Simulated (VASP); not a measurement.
# Si (Fd-3m) in VASP: a series of runs

Runs on Si. Level: LDA. Tasks: single point, relaxation of cell and atoms.

All numbers are computed with VASP 6.6.1; they aren't measurements. Logs are shortened: lines on timing, memory, paths and dates and some standing lists are left out, and cuts for length are marked.

### Step 1. The cell of the first run

Symmetry: Fd-3m, No. 227, cubic system. Conventional cell: a = 5.402 Å, b = 5.402 Å, c = 5.402 Å, α = 90.00°, β = 90.00°, γ = 90.00°. Si (site symmetry -43m) has 4 Si at 2.34 Å within 3.1 Å.

### Step 2. Single point, LDA

Contents of INCAR:

```
  PREC = Accurate
  ENCUT = 520
  EDIFF = 1E-6
  ISMEAR = 0
  SIGMA = 0.01
  LREAL = False
  LASPH = True
  NELM = 80
  ALGO = Normal
  ISIF = 2
  LWAVE = False
  LCHARG = False
  NBANDS = 11
```

Contents of KPOINTS:

```
regular mesh
0
Gamma
  12 12 12
```

Contents of POSCAR:

```
Si
1.0
    0.0000000000      2.7007939321      2.7007939321
    2.7007939321      0.0000000000      2.7007939321
    2.7007939321      2.7007939321      0.0000000000
Si
2
Direct
    0.5000000000      0.5000000000      0.5000000000
    0.7500000000      0.7500000000      0.7500000000
```

Potentials or basis: VASP PAW LDA potentials, release 64 (Si).

Launch:

```sh
$ cat potpaw_LDA.64/Si/POTCAR > POTCAR
$ mpirun -np 1 vasp_std > vasp.out
```

OUTCAR:

```text
PREC = Accurate
   ENCUT = 520
   EDIFF = 1E-6
   ISMEAR = 0
   LREAL = False
   LASPH = True
   NELM = 80
   ISIF = 2

 ion  position               nearest neighbor table
   1  0.500  0.500  0.500-   2 2.34   2 2.34   2 2.34   2 2.34
   2  0.750  0.750  0.750-   1 2.34   1 2.34   1 2.34   1 2.34

  LATTYP: Found a face centered cubic cell.
 ALAT       =     5.4015878642

  Lattice vectors:

 A1 = (   0.0000000000,   2.7007939321,   2.7007939321)
 A2 = (   2.7007939321,   0.0000000000,   2.7007939321)
 A3 = (   2.7007939321,   2.7007939321,   0.0000000000)

Analysis of symmetry for initial positions (statically):
=====================================================================
 Subroutine PRICEL returns:
 Original cell was already a primitive cell.

 Routine SETGRP: Setting up the symmetry group for a
 face centered cubic supercell.

 Subroutine GETGRP returns: Found 48 space group operations
 (whereof 24 operations were pure point group operations)
 out of a pool of 48 trial point group operations.

The static configuration has the point symmetry T_d .
 The point group associated with its full space group is O_h .

Analysis of symmetry for dynamics (positions and initial velocities):
=====================================================================
 Subroutine PRICEL returns:
 Original cell was already a primitive cell.

 Routine SETGRP: Setting up the symmetry group for a
 face centered cubic supercell.

 Subroutine GETGRP returns: Found 48 space group operations
 (whereof 24 operations were pure point group operations)
 out of a pool of 48 trial point group operations.

The dynamic configuration has the point symmetry T_d .
 The point group associated with its full space group is O_h .

 Subroutine INISYM returns: Found 48 space group operations
 (whereof 24 operations are pure point group operations),
 and found     1 'primitive' translations

----------------------------------------------------------------------------------------

                                     Primitive cell

  volume of cell :      39.4007

  direct lattice vectors                    reciprocal lattice vectors
     0.000000000  2.700793932  2.700793932    -0.185130748  0.185130748  0.185130748
     2.700793932  0.000000000  2.700793932     0.185130748 -0.185130748  0.185130748
     2.700793932  2.700793932  0.000000000     0.185130748  0.185130748 -0.185130748

  length of vectors
     3.819499408  3.819499408  3.819499408     0.320655861  0.320655861  0.320655861

  position of ions in fractional coordinates (direct lattice)
     0.500000000  0.500000000  0.500000000
     0.750000000  0.750000000  0.750000000

  ion indices of the primitive-cell ions
   primitive index   ion index
                 1           1
                 2           2

----------------------------------------------------------------------------------------

 KPOINTS: regular mesh

Automatic generation of k-mesh.
 Grid dimensions read from file:
 generate k-points for:   12   12   12

 Generating k-lattice:

  Cartesian coordinates                     Fractional coordinates (reciprocal lattice)
    -0.015427562  0.015427562  0.015427562     0.083333333  0.000000000  0.000000000
     0.015427562 -0.015427562  0.015427562     0.000000000  0.083333333  0.000000000
     0.015427562  0.015427562 -0.015427562     0.000000000  0.000000000  0.083333333

  Length of vectors
     0.026721322  0.026721322  0.026721322

  Shift w.r.t. Gamma in fractional coordinates (k-lattice)
     0.000000000  0.000000000  0.000000000

 Subroutine IBZKPT returns following result:
 ===========================================

 Found     72 irreducible k-points:

 Following reciprocal coordinates:
            Coordinates               Weight
  0.000000  0.000000  0.000000      1.000000
  0.083333  0.000000  0.000000      8.000000
  0.166667  0.000000  0.000000      8.000000
  0.250000  0.000000  0.000000      8.000000
  0.333333  0.000000  0.000000      8.000000
  0.416667  0.000000  0.000000      8.000000
[... 16 lines left out ...]
  0.500000  0.166667  0.000000     24.000000
 -0.416667  0.166667  0.000000     24.000000
 [... further k-points ...]
   k-points           NKPTS =     72   k-points in BZ     NKDIM =     72   number of bands    NBANDS=     11
   number of dos      NEDOS =    301   number of ions     NIONS =      2
   total plane-waves  NPLWV =  21952
   dimension x,y,z NGX =    28 NGY =   28 NGZ =   28
   dimension x,y,z NGXF=    56 NGYF=   56 NGZF=   56
   ions per type =               2
   NGX,Y,Z   is equivalent  to a cutoff of  12.19, 12.19, 12.19 a.u.
   NGXF,Y,Z  is equivalent  to a cutoff of  24.37, 24.37, 24.37 a.u.
 SYSTEM =  unknown system
   PREC   = accura    normal or accurate (medium, high low for compatibility)
   ISTART =      0    job   : 0-new  1-cont  2-samecut
   ICHARG =      2    charge: 1-file 2-atom 10-const
   ISPIN  =      1    spin polarized calculation?
   LNONCOLLINEAR =      F non collinear calculations
   LSORBIT =      F    spin-orbit coupling
   LASPH  =      T    aspherical Exc in radial PAW
   ENCUT  =  520.0 eV  38.22 Ry    6.18 a.u.   7.10  7.10  7.10*2*pi/ulx,y,z
   NELM   =     80;   NELMIN=  2; NELMDL= -5     # of ELM steps
   EDIFF  = 0.1E-05   stopping-criterion for ELM
   LREAL  =      F    real-space projection
   EDIFFG = 0.1E-04   stopping-criterion for IOM
   NSW    =      0    number of steps for IOM
   IBRION =     -1    ionic relax: 0-MD 1-quasi-New 2-CG
   NFREE  =      0    steps in history (QN), initial steepest desc. (CG)
   ISIF   =      2    stress and relaxation
   ISYM   =      2    0-nonsym 1-usesym 2-fastsym
   POTIM  = 0.5000    time-step for ionic-motion
   TEBEG  =    0.0;   TEEND  =   0.0 temperature during run
   PSTRESS=    0.0 pullay stress
   NELECT =       8.0000    total number of electrons
   NUPDOWN=      -1.0000    fix difference up-down
   EMIN   =  10.00;   EMAX   =-10.00  energy-range for DOS
   EFERMI =   0.00;   METHOD = LEGACY
   ISMEAR =     0;   SIGMA  =   0.01  broadening in eV -4-tet -1-fermi 0-gaus
   EFERMI_NEDOS =   21; number of points for ismear=-14 and -15
   IALGO  =     38    algorithm
   IMIX   =      4    mixing-type and parameters
     AMIX     =   0.40;   BMIX     =  1.00
     AMIX_MAG =   1.60;   BMIX_MAG =  1.00
  volume/ion in A,a.u.               =      19.70       132.94
  Fermi-wavevector in a.u.,A,eV,Ry     =   0.962210  1.818314 12.596938  0.925849
  Thomas-Fermi vector in A             =   2.091650
   LORBIT       =      0    0 simple, 1 ext, 2 COOP (PROOUT), +10 PAW based schemes
   GGA     = CA    functional components
   LHFCALC =     F    Hartree Fock is set to
   AEXX    =    0.0000 exact exchange contribution
   IVDW    =     0    specifies the selected vdW correction
   LEPSILON=     F    determine dielectric tensor
   LRPA    =     F    only Hartree local field effects (RPA)
 non-spin polarized calculation
 Gauss-broadening in eV      SIGMA  =   0.01
  energy-cutoff  :      520.00
  volume of cell :       39.40
 maximum number of plane-waves:      1074
   NGX = 15   NGY = 15   NGZ = 15

 number of electron       8.0000001 magnetization

 Free energy of the ion-electron system (eV)
  ---------------------------------------------------
  ext. energy  EPLUGINS =         0.00000000
  ---------------------------------------------------
  free energy    TOTEN  =       -11.91974171 eV

  energy without entropy =      -11.91974171  energy(sigma->0) =      -11.91974171

 E-fermi :   6.0046     XC(G=0):  -9.6665

 val. band max:        5.9351742287   @ k =   0.0000   0.0000   0.0000
 cond. band min:       6.3769252139   @ k =   0.4167   0.4167   0.0000
 fundamental gap:      0.4417509853
 Fermi energy:         6.0046167814

 k-point     1 :       0.0000    0.0000    0.0000
  band No.  band energies     occupation
      1      -6.1327      2.00000
      2       5.9352      2.00000
      3       5.9352      2.00000
      4       5.9352      2.00000
      5       8.4663      0.00000
      6       8.4663      0.00000
      7       8.4663      0.00000
      8       9.3298      0.00000
      9      13.6714      0.00000
     10      13.6714      0.00000
     11      13.6817      0.00000

 k-point     2 :       0.0833    0.0000    0.0000
  band No.  band energies     occupation
      1      -6.0404      2.00000
      2       5.0663      2.00000
      3       5.7886      2.00000
      4       5.7886      2.00000
      5       8.5125      0.00000
      6       8.6813      0.00000
      7       8.6813      0.00000
      8       9.9848      0.00000
      9      13.3850      0.00000
     10      13.3850      0.00000
     11      14.0809      0.00000

 k-point     3 :       0.1667    0.0000    0.0000
  band No.  band energies     occupation
      1      -5.7663      2.00000
      2       3.5272      2.00000
      3       5.4777      2.00000
      4       5.4777      2.00000
      5       8.2494      0.00000
      6       9.1213      0.00000
      7       9.1213      0.00000
      8      11.3939      0.00000
      9      12.9985      0.00000
     10      12.9985      0.00000
     11      14.8506      0.00000

 k-point     4 :       0.2500    0.0000    0.0000
  band No.  band energies     occupation
      1      -5.3210      2.00000
      2       1.9630      2.00000
      3       5.1659      2.00000
      4       5.1659      2.00000
      5       7.9199      0.00000
      6       9.4113      0.00000
      7       9.4113      0.00000
      8      12.8321      0.00000
      9      13.1051      0.00000
     10      13.1051      0.00000
     11      14.7662      0.00000

 k-point     5 :       0.3333    0.0000    0.0000
  band No.  band energies     occupation
      1      -4.7337      2.00000
      2       0.5372      2.00000
      3       4.9244      2.00000
      4       4.9244      2.00000
      5       7.6502      0.00000
      6       9.4000      0.00000
      7       9.4000      0.00000
      8      13.6750      0.00000
      9      13.9048      0.00000
     10      13.9048      0.00000
     11      14.9711      0.00000
[... 211 lines left out ...]
 k-point    21 :       0.3333    0.1667    0.0000
  band No.  band energies     occupation
      1      -4.8140      2.00000
      2       1.4646      2.00000
      3       3.9056      2.00000
      4       4.1607      2.00000
      5       7.8188      0.00000
      6       9.9535      0.00000
      7      10.4109      0.00000
      8      10.9940      0.00000
      9      15.0168      0.00000
     10      15.0859      0.00000
     11      16.2346      0.00000

 k-point    22 :       0.4167    0.1667    0.0000
  band No.  band energies     occupation
      1      -4.1949      2.00000
      2       0.2091      2.00000
      3       3.4591      2.00000
      4       4.0776      2.00000
      5       7.8585      0.00000
      6      10.1660      0.00000
      7      10.8030      0.00000
      8      10.9246      0.00000
      9      15.7203      0.00000
     10      16.1392      0.00000
     11      16.7680      0.00000

 k-point    23 :       0.5000    0.1667    0.0000
  band No.  band energies     occupation
      1      -3.5964      2.00000
      2      -0.7455      2.00000
      3       3.1086      2.00000
      4       4.1340      2.00000
      5       7.8909      0.00000
      6      10.0104      0.00000
      7      10.5223      0.00000
      8      12.3113      0.00000
      9      15.2555      0.00000
     10      16.4161      0.00000
     11      17.6717      0.00000

 k-point    24 :      -0.4167    0.1667    0.0000
  band No.  band energies     occupation
      1      -3.4777      2.00000
      2      -0.9103      2.00000
      3       2.8895      2.00000
      4       4.3222      2.00000
      5       8.0438      0.00000
      6       9.9546      0.00000
      7      10.2926      0.00000
      8      13.8696      0.00000
      9      14.4271      0.00000
     10      14.7098      0.00000
     11      17.0332      0.00000

 [... further k-points ...]
[... 5 lines left out ...]
  --------------------------------------------------------------------------------------
  -------------------------------------------------------------------------------------
  Total        0.0163832      0.0163832      0.0163832      0.0000000      0.0000000      0.0000000
  in kB        0.6662017      0.6662017      0.6662017      0.0000000      0.0000000      0.0000000
  external PRESSURE =       0.6662017 kB  Pullay stress =       0.0000000 kB

 VOLUME and BASIS-vectors are now :
 -----------------------------------------------------------------------------
  energy-cutoff  :      520.00
  volume of cell :       39.40
      direct lattice vectors                 reciprocal lattice vectors
     0.000000000  2.700793932  2.700793932    -0.185130748  0.185130748  0.185130748
     2.700793932  0.000000000  2.700793932     0.185130748 -0.185130748  0.185130748
     2.700793932  2.700793932  0.000000000     0.185130748  0.185130748 -0.185130748

 POSITION                                       TOTAL-FORCE (eV/Angst)
 -----------------------------------------------------------------------------------
      2.70079      2.70079      2.70079         0.000000      0.000000      0.000000
      4.05119      4.05119      4.05119        -0.000000     -0.000000     -0.000000
 -----------------------------------------------------------------------------------
    total drift:                               -0.000000      0.000000     -0.000000

  FREE ENERGIE OF THE ION-ELECTRON SYSTEM (eV)
  ---------------------------------------------------
  free  energy   TOTEN  =       -11.9197417058 eV

  energy  without entropy=      -11.9197417058  energy(sigma->0) =      -11.91974171
```

Wall time 8.1 s (1 thread of Intel Xeon 6975P-C (Granite Rapids), shared host); peak memory 0.14 GiB.

Results:

| Quantity | Value |
| --- | --- |
| Free energy | -11.9197 eV |
| Pressure | 0.1 GPa |
| Band gap on the k mesh | 0.44 eV, indirect (least direct gap 2.53 eV) |

Levels at points of the mesh, in eV from the valence-band top:
```csv
k point,band 2,band 3,band 4,band 5,band 6,band 7
"(0.00, 0.00, 0.00)",0.00,0.00,0.00,2.53,2.53,2.53
"(0.50, 0.00, 0.00)",-7.07,-1.21,-1.21,1.49,3.29,3.29
"(0.50, 0.50, 0.00)",-7.87,-2.90,-2.90,0.57,0.57,10.12
```

A k mesh can miss the band edges. LDA gaps usually lie below the measured ones, often by a third to a half.

### Step 3. Relaxation of cell and atoms, LDA

Contents of INCAR:

```
SYSTEM = Si
  PREC = Accurate
  ENCUT = 600
  EDIFF = 1E-6
  ISMEAR = 0
  SIGMA = 0.02
  LREAL = .FALSE.
  LASPH = .TRUE.
  NELM = 100
  ALGO = Normal
  ISIF = 3
  LWAVE = .FALSE.
  LCHARG = .FALSE.
  GGA = CA
  IBRION = 2
  NSW = 100
  EDIFFG = -0.002
```

Contents of KPOINTS:

```
Automatic mesh
0
G
  10 10 10
  0 0 0
```

POSCAR is that of step 2.

Potentials or basis: VASP PAW LDA potentials, release 64 (Si).

Launch:

```sh
$ cat potpaw_LDA.64/Si/POTCAR > POTCAR
$ mpirun -np 1 vasp_std > vasp.out
```

It took 7.5 s on 1 thread of Intel Xeon 6975P-C (Granite Rapids), shared host; peak memory 0.15 GiB.

It converged, with:

| Item | Value |
| --- | --- |
| Free energy | -11.9193 eV |
| Relaxed volume | 19.72 Å³/atom |
| Relaxed cell | a = 3.820 Å, b = 3.820 Å, c = 3.820 Å, α = 60.00°, β = 60.00°, γ = 60.00° |
| Space group after relaxing (to 0.05 Å) | Fd-3m (No. 227) |
| Energy gained by relaxing | 0.0 meV/atom |
| Ionic steps | 3 |
| Pressure after relaxing | 0.0 GPa |
| Band gap on the k mesh | 0.45 eV, indirect (least direct gap 2.53 eV) |

Final structure:
```
Si
1.0
     0.00000    2.70149    2.70149
     2.70149    0.00000    2.70149
     2.70149    2.70149    0.00000
Si
2
Direct
  0.50000 0.50000 0.50000
  0.75000 0.75000 0.75000
```

Levels at points of the mesh, in eV from the valence-band top:
```tsv
k point	band 2	band 3	band 4	band 5	band 6	band 7
(0.00, 0.00, 0.00)	0.00	0.00	0.00	2.53	2.53	2.53
(0.50, 0.00, 0.00)	-7.06	-1.21	-1.21	1.48	3.29	3.29
(0.50, 0.50, 0.00)	-7.86	-2.89	-2.89	0.58	0.58	10.11
```

A k mesh can miss the band edges. A hybrid or GW would open this gap; LDA tends to underestimate it.

### Step 4. Relaxation of cell and atoms, LDA

Contents of INCAR:

```
  ALGO = Normal
  EDIFF = 1E-7
  EDIFFG = -0.001
  ENCUT = 600
  IBRION = 2
  ISIF = 3
  ISMEAR = 0
  LASPH = True
  LCHARG = False
  LREAL = False
  LWAVE = False
  NELM = 80
  NSW = 80
  PREC = Accurate
  SIGMA = 0.01
```

Contents of KPOINTS:

```
k-points
0
Gamma
  12 12 12
```

POSCAR is that of step 3.

Launch:

```sh
$ cat potpaw_LDA.64/Si/POTCAR > POTCAR
$ mpirun -np 1 vasp_std > vasp.out
```

Wall time 12 s (1 thread of Intel Xeon 6975P-C (Granite Rapids), shared host); peak memory 0.15 GiB.

The run converged. Its results:

```yaml
Free_energy: -11.9199 eV
Relaxed_volume: 19.72 Å³/atom
Relaxed_cell: a = 3.820 Å, b = 3.820 Å, c = 3.820 Å, α = 60.00°, β = 60.00°, γ = 60.00°
Space_group_after_relaxing_to_0.05_Å: Fd-3m (No. 227)
Energy_gained_by_relaxing: 0.0 meV/atom
Ionic_steps: 3
Pressure_after_relaxing: 0.0 GPa
Band_gap_on_the_k_mesh: 0.44 eV, indirect (least direct gap 2.53 eV)
```

Final structure:
```
Si
1.0
     0.00000    2.70148    2.70148
     2.70148    0.00000    2.70148
     2.70148    2.70148    0.00000
Si
2
Direct
  0.50000 0.50000 0.50000
  0.75000 0.75000 0.75000
```

Levels at points of the mesh, in eV from the valence-band top:
| k point | band 1 | band 2 | band 3 | band 4 | band 5 | band 6 | band 7 | band 8 |
| --- | --- | --- | --- | --- | --- | --- | --- | --- |
| (0.00, 0.00, 0.00) | -12.06 | 0.00 | 0.00 | 0.00 | 2.53 | 2.53 | 2.53 | 3.39 |
| (0.50, 0.00, 0.00) | -9.69 | -7.06 | -1.21 | -1.21 | 1.48 | 3.29 | 3.29 | 7.54 |
| (0.50, 0.50, 0.00) | -7.86 | -7.86 | -2.89 | -2.89 | 0.58 | 0.58 | 10.11 | 10.11 |

A k mesh can miss the band edges. Expect the measured gap to be larger: semilocal functionals such as LDA lack the derivative discontinuity.

### Step 5. Summary

```csv
task,cell,k mesh,cutoff (eV),smearing,gap on the mesh (eV),pressure (GPa),relaxed volume (Å³/atom)
single point,as given,12 × 12 × 12,520,gaussian 0.01 eV,0.44,0.1,-
relaxation of cell and atoms,relaxed,10 × 10 × 10,600,gaussian 0.02 eV,0.45,0.0,19.72
relaxation of cell and atoms,relaxed,12 × 12 × 12,600,gaussian 0.01 eV,0.44,0.0,19.72
```

Alike in all rows: level LDA; potentials or basis VASP PAW LDA potentials, release 64 (Si); no spin polarisation.

Absolute energies hang on the potentials; compare differences alone.
